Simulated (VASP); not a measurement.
# CaSe (F-43m) in VASP: settings compared

The runs below take CaSe through single point, relaxation of cell and atoms, with LDA, BLYP+D3(BJ), PBEsol.

All numbers are computed with VASP 6.6.1; they aren't measurements. Logs are shortened: lines on timing, memory, paths and dates and some standing lists are left out, and cuts for length are marked.

### Step 1. The cell of the first run

The structure is cubic, space group F-43m (No. 216). The conventional cell has a = 6.418 Å, b = 6.418 Å, c = 6.418 Å, α = 90.00°, β = 90.00°, γ = 90.00°. Ca (site symmetry -43m) has 4 Se at 2.78 Å within 3.7 Å. Within 3.7 Å of Se (site symmetry -43m) lie 4 Ca at 2.78 Å.

### Step 2. Single point, LDA

File INCAR:

```
PREC = Accurate
ENCUT = 520
EDIFF = 1E-7
ISMEAR = 0
SIGMA = 0.01
LREAL = F
LASPH = T
NELM = 100
ALGO = Normal
ISIF = 2
LWAVE = F
LCHARG = F
NBANDS = 15
```

File KPOINTS:

```
Automatic mesh
0
Gamma
  6 6 6
```

File POSCAR:

```
CaSe
1.0
    0.0000000000      3.2089873453      3.2089873453
    3.2089873453      0.0000000000      3.2089873453
    3.2089873453      3.2089873453      0.0000000000
Ca Se
1 1
Direct
    0.0000000000      0.0000000000      0.0000000000
    0.7500000000      0.7500000000      0.7500000000
```

Potentials or basis: VASP PAW LDA potentials, release 64 (Ca_sv, Se).

Run with:

```
$ cat potpaw_LDA.64/Ca_sv/POTCAR potpaw_LDA.64/Se/POTCAR > POTCAR
$ mpirun -np 1 vasp_std > vasp.out
```

OUTCAR:

```text
PREC = Accurate
   ENCUT = 520
   EDIFF = 1E-7
   ISMEAR = 0
   LREAL = F
   LASPH = T
   NELM = 100
   ISIF = 2

 ion  position               nearest neighbor table
   1  0.000  0.000  0.000-   2 2.78   2 2.78   2 2.78   2 2.78
   2  0.750  0.750  0.750-   1 2.78   1 2.78   1 2.78   1 2.78

  LATTYP: Found a face centered cubic cell.
 ALAT       =     6.4179746906

  Lattice vectors:

 A1 = (   0.0000000000,   3.2089873453,   3.2089873453)
 A2 = (   3.2089873453,   0.0000000000,   3.2089873453)
 A3 = (   3.2089873453,   3.2089873453,   0.0000000000)

Analysis of symmetry for initial positions (statically):
=====================================================================
 Subroutine PRICEL returns:
 Original cell was already a primitive cell.

 Routine SETGRP: Setting up the symmetry group for a
 face centered cubic supercell.

 Subroutine GETGRP returns: Found 24 space group operations
 (whereof 24 operations were pure point group operations)
 out of a pool of 48 trial point group operations.

The static configuration has the point symmetry T_d .

Analysis of symmetry for dynamics (positions and initial velocities):
=====================================================================
 Subroutine PRICEL returns:
 Original cell was already a primitive cell.

 Routine SETGRP: Setting up the symmetry group for a
 face centered cubic supercell.

 Subroutine GETGRP returns: Found 24 space group operations
 (whereof 24 operations were pure point group operations)
 out of a pool of 48 trial point group operations.

The dynamic configuration has the point symmetry T_d .

 Subroutine INISYM returns: Found 24 space group operations
 (whereof 24 operations are pure point group operations),
 and found     1 'primitive' translations

----------------------------------------------------------------------------------------

                                     Primitive cell

  volume of cell :      66.0897

  direct lattice vectors                    reciprocal lattice vectors
     0.000000000  3.208987345  3.208987345    -0.155812394  0.155812394  0.155812394
     3.208987345  0.000000000  3.208987345     0.155812394 -0.155812394  0.155812394
     3.208987345  3.208987345  0.000000000     0.155812394  0.155812394 -0.155812394

  length of vectors
     4.538193425  4.538193425  4.538193425     0.269874983  0.269874983  0.269874983

  position of ions in fractional coordinates (direct lattice)
     0.000000000  0.000000000  0.000000000
     0.750000000  0.750000000  0.750000000

  ion indices of the primitive-cell ions
   primitive index   ion index
                 1           1
                 2           2

----------------------------------------------------------------------------------------

 KPOINTS: Automatic mesh

Automatic generation of k-mesh.
 Grid dimensions read from file:
 generate k-points for:    6    6    6

 Generating k-lattice:

  Cartesian coordinates                     Fractional coordinates (reciprocal lattice)
    -0.025968732  0.025968732  0.025968732     0.166666667  0.000000000  0.000000000
     0.025968732 -0.025968732  0.025968732     0.000000000  0.166666667  0.000000000
     0.025968732  0.025968732 -0.025968732     0.000000000  0.000000000  0.166666667

  Length of vectors
     0.044979164  0.044979164  0.044979164

  Shift w.r.t. Gamma in fractional coordinates (k-lattice)
     0.000000000  0.000000000  0.000000000

 Subroutine IBZKPT returns following result:
 ===========================================

 Found     16 irreducible k-points:

 Following reciprocal coordinates:
            Coordinates               Weight
  0.000000  0.000000  0.000000      1.000000
  0.166667  0.000000  0.000000      8.000000
  0.333333  0.000000  0.000000      8.000000
  0.500000  0.000000  0.000000      4.000000
  0.166667  0.166667  0.000000      6.000000
  0.333333  0.166667  0.000000     24.000000
[... 8 lines left out ...]
 -0.333333  0.333333  0.166667     24.000000
 -0.333333  0.500000  0.166667     12.000000
   k-points           NKPTS =     16   k-points in BZ     NKDIM =     16   number of bands    NBANDS=     15
   number of dos      NEDOS =    301   number of ions     NIONS =      2
   total plane-waves  NPLWV =  46656
   dimension x,y,z NGX =    36 NGY =   36 NGZ =   36
   dimension x,y,z NGXF=    72 NGYF=   72 NGZF=   72
   ions per type =               1   1
   NGX,Y,Z   is equivalent  to a cutoff of  13.19, 13.19, 13.19 a.u.
   NGXF,Y,Z  is equivalent  to a cutoff of  26.38, 26.38, 26.38 a.u.
 SYSTEM =  unknown system
   PREC   = accura    normal or accurate (medium, high low for compatibility)
   ISTART =      0    job   : 0-new  1-cont  2-samecut
   ICHARG =      2    charge: 1-file 2-atom 10-const
   ISPIN  =      1    spin polarized calculation?
   LNONCOLLINEAR =      F non collinear calculations
   LSORBIT =      F    spin-orbit coupling
   LASPH  =      T    aspherical Exc in radial PAW
   ENCUT  =  520.0 eV  38.22 Ry    6.18 a.u.   8.44  8.44  8.44*2*pi/ulx,y,z
   NELM   =    100;   NELMIN=  2; NELMDL= -5     # of ELM steps
   EDIFF  = 0.1E-06   stopping-criterion for ELM
   LREAL  =      F    real-space projection
   EDIFFG = 0.1E-05   stopping-criterion for IOM
   NSW    =      0    number of steps for IOM
   IBRION =     -1    ionic relax: 0-MD 1-quasi-New 2-CG
   NFREE  =      0    steps in history (QN), initial steepest desc. (CG)
   ISIF   =      2    stress and relaxation
   ISYM   =      2    0-nonsym 1-usesym 2-fastsym
   POTIM  = 0.5000    time-step for ionic-motion
   TEBEG  =    0.0;   TEEND  =   0.0 temperature during run
   PSTRESS=    0.0 pullay stress
   NELECT =      16.0000    total number of electrons
   NUPDOWN=      -1.0000    fix difference up-down
   EMIN   =  10.00;   EMAX   =-10.00  energy-range for DOS
   EFERMI =   0.00;   METHOD = LEGACY
   ISMEAR =     0;   SIGMA  =   0.01  broadening in eV -4-tet -1-fermi 0-gaus
   EFERMI_NEDOS =   21; number of points for ismear=-14 and -15
   IALGO  =     38    algorithm
   IMIX   =      4    mixing-type and parameters
     AMIX     =   0.40;   BMIX     =  1.00
     AMIX_MAG =   1.60;   BMIX_MAG =  1.00
  volume/ion in A,a.u.               =      33.04       223.00
  Fermi-wavevector in a.u.,A,eV,Ry     =   1.020321  1.928127 14.164412  1.041055
  Thomas-Fermi vector in A             =   2.153884
   LORBIT       =      0    0 simple, 1 ext, 2 COOP (PROOUT), +10 PAW based schemes
   GGA     = CA    functional components
   LHFCALC =     F    Hartree Fock is set to
   AEXX    =    0.0000 exact exchange contribution
   IVDW    =     0    specifies the selected vdW correction
   LEPSILON=     F    determine dielectric tensor
   LRPA    =     F    only Hartree local field effects (RPA)
 non-spin polarized calculation
 Gauss-broadening in eV      SIGMA  =   0.01
  energy-cutoff  :      520.00
  volume of cell :       66.09
 maximum number of plane-waves:      1807
 NGX is ok and might be reduce to    36
   NGX = 17   NGY = 17   NGZ = 17

 number of electron      16.0000001 magnetization

 Free energy of the ion-electron system (eV)
  ---------------------------------------------------
  ext. energy  EPLUGINS =         0.00000000
  ---------------------------------------------------
  free energy    TOTEN  =        -9.85975316 eV

  energy without entropy =       -9.85975316  energy(sigma->0) =       -9.85975316

 E-fermi :  -0.0172     XC(G=0):  -8.2653

 val. band max:       -0.1876678147   @ k =  -0.3333   0.3333   0.0000
 cond. band min:       2.9579097020   @ k =   0.0000   0.0000   0.0000
 fundamental gap:      3.1455775167
 Fermi energy:        -0.0171979123

 k-point     1 :       0.0000    0.0000    0.0000
  band No.  band energies     occupation
      1     -38.5052      2.00000
      2     -19.8349      2.00000
      3     -19.8349      2.00000
      4     -19.8349      2.00000
      5     -10.6335      2.00000
      6      -0.3240      2.00000
      7      -0.3240      2.00000
      8      -0.3240      2.00000
      9       2.9579      0.00000
     10       5.1936      0.00000
     11       5.1936      0.00000
     12       7.4535      0.00000
     13       7.4535      0.00000
     14       7.4535      0.00000
     15       9.1088      0.00000

 k-point     2 :       0.1667    0.0000    0.0000
  band No.  band energies     occupation
      1     -38.5045      2.00000
      2     -19.8518      2.00000
      3     -19.8369      2.00000
      4     -19.8369      2.00000
      5     -10.5545      2.00000
      6      -0.7683      2.00000
      7      -0.2924      2.00000
      8      -0.2924      2.00000
      9       3.7839      0.00000
     10       5.0594      0.00000
     11       5.0594      0.00000
     12       6.9439      0.00000
     13       7.4488      0.00000
     14       7.4488      0.00000
     15       8.3341      0.00000

 k-point     3 :       0.3333    0.0000    0.0000
  band No.  band energies     occupation
      1     -38.5030      2.00000
      2     -19.8852      2.00000
      3     -19.8409      2.00000
      4     -19.8409      2.00000
      5     -10.3950      2.00000
      6      -1.3295      2.00000
      7      -0.2390      2.00000
      8      -0.2390      2.00000
      9       4.8332      0.00000
     10       5.0816      0.00000
     11       5.0816      0.00000
     12       6.0342      0.00000
     13       6.8526      0.00000
     14       6.8526      0.00000
     15       8.1253      0.00000
[... 199 lines left out ...]
 k-point    15 :      -0.3333    0.3333    0.1667
  band No.  band energies     occupation
      1     -38.5016      2.00000
      2     -19.8963      2.00000
      3     -19.8614      2.00000
      4     -19.8500      2.00000
      5     -10.2375      2.00000
      6      -1.1441      2.00000
      7      -0.8059      2.00000
      8      -0.2308      2.00000
      9       3.7216      0.00000
     10       4.8447      0.00000
     11       5.5173      0.00000
     12       6.4125      0.00000
     13       6.7121      0.00000
     14       7.7142      0.00000
     15       9.1566      0.00000

 k-point    16 :      -0.3333    0.5000    0.1667
  band No.  band energies     occupation
      1     -38.5013      2.00000
      2     -19.8996      2.00000
      3     -19.8604      2.00000
      4     -19.8543      2.00000
      5     -10.2115      2.00000
      6      -1.2878      2.00000
      7      -0.6114      2.00000
      8      -0.2599      2.00000
      9       3.3563      0.00000
     10       4.7879      0.00000
     11       5.7788      0.00000
     12       6.0926      0.00000
     13       6.6458      0.00000
     14       8.4600      0.00000
     15       9.3312      0.00000

------------------------ aborting loop because EDIFF is reached ----------------------------------------

  FORCE on cell =-STRESS in cart. coord.  units (eV):
  Direction    XX          YY          ZZ          XY          YZ          ZX
  --------------------------------------------------------------------------------------
  -------------------------------------------------------------------------------------
  Total        0.0757668      0.0757668      0.0757668      0.0000000      0.0000000     -0.0000000
  in kB        1.8367722      1.8367722      1.8367722      0.0000000      0.0000000     -0.0000000
  external PRESSURE =       1.8367722 kB  Pullay stress =       0.0000000 kB

 VOLUME and BASIS-vectors are now :
 -----------------------------------------------------------------------------
  energy-cutoff  :      520.00
  volume of cell :       66.09
      direct lattice vectors                 reciprocal lattice vectors
     0.000000000  3.208987345  3.208987345    -0.155812394  0.155812394  0.155812394
     3.208987345  0.000000000  3.208987345     0.155812394 -0.155812394  0.155812394
     3.208987345  3.208987345  0.000000000     0.155812394  0.155812394 -0.155812394

 POSITION                                       TOTAL-FORCE (eV/Angst)
 -----------------------------------------------------------------------------------
      0.00000      0.00000      0.00000         0.000000      0.000000     -0.000000
      4.81348      4.81348      4.81348        -0.000000     -0.000000      0.000000
 -----------------------------------------------------------------------------------
    total drift:                                0.000000      0.000000      0.000000

  FREE ENERGIE OF THE ION-ELECTRON SYSTEM (eV)
  ---------------------------------------------------
  free  energy   TOTEN  =        -9.8597531592 eV

  energy  without entropy=       -9.8597531592  energy(sigma->0) =       -9.85975316
```

It took 28 s on 1 thread of Intel Xeon 8259CL, shared host; peak memory 0.18 GiB.

Results:

```yaml
Free_energy: -9.8598 eV
Pressure: 0.2 GPa
Band_gap_on_the_k_mesh: 3.15 eV (least direct gap 3.28 eV)
```

[end of part 1 of 3]
